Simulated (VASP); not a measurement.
A run of VASP 6.6.1:

The input INCAR:

```
  PREC = Accurate
  ENCUT = 520
  EDIFF = 1E-6
  ISMEAR = 0
  SIGMA = 0.1
  LREAL = False
  LASPH = True
  NELM = 100
  ALGO = Normal
  ISIF = 2
  LWAVE = False
  LCHARG = False
  GGA = PE
  NBANDS = 12
```

Contents of KPOINTS:

```
regular mesh
0
Gamma
  4 4 6
```

POSCAR

```
As
1.0
    3.7556783300      0.0000000000      0.0000000000
    0.0000000000      3.7556783300      0.0000000000
    0.0000000000      0.0000000000      3.0841830900
As
2
Direct
    0.5000000000      0.0000000000      0.8384739100
    0.0000000000      0.5000000000      0.1615260900
```

Potentials or basis: VASP PAW PBE potentials, release 64 (As).

Command:

```bash
$ cat potpaw_PBE.64/As/POTCAR > POTCAR
$ mpirun -np 1 vasp_std > vasp.out
```

Hardware: 1 thread of Intel(R) Xeon(R) Platinum 8259CL CPU @ 2.50GHz (Skylake/Cascade Lake), with other jobs on the host.

Question: How long does it take, and how much memory?

Answer: It took 7.5 s on 1 thread of Intel(R) Xeon(R) Platinum 8259CL CPU @ 2.50GHz (Skylake/Cascade Lake) (shared host), peak memory 0.14 GiB. Counts: scf iterations 10, k points 24.
